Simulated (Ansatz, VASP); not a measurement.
# Ge: VASP beside Ansatz

```xyz
2
Lattice="0.0000 2.8288 2.8288 2.8288 0.0000 2.8288 2.8288 2.8288 0.0000" Properties=species:S:1:pos:R:3 pbc="T T T"
Ge    2.8288    2.8288    2.8288
Ge    4.2432    4.2432    4.2432
```

Alike in both runs: task electric field gradients; functional PBE; k mesh 8 × 8 × 8; occupations fermi-dirac, width 0.05 eV; no spin polarisation.

|  | VASP | Ansatz |
| --- | --- | --- |
| version | VASP 6.6.1 | Ansatz 0.2.0 |
| potentials or method | VASP PAW PBE potentials, release 64 (Ge_d) | PAW with Ansatz's default frozen-core files, scalar-relativistic |
| plane-wave cutoff (eV) | 520 | 420 |
| valence electrons in the cell | 28 | 28 |

```tsv
	VASP	Ansatz	Ansatz less VASP
pressure (GPa)	3.6	3.6	+0.06
```

The functional is the same, so the differences come from potentials, cutoffs and numerics.
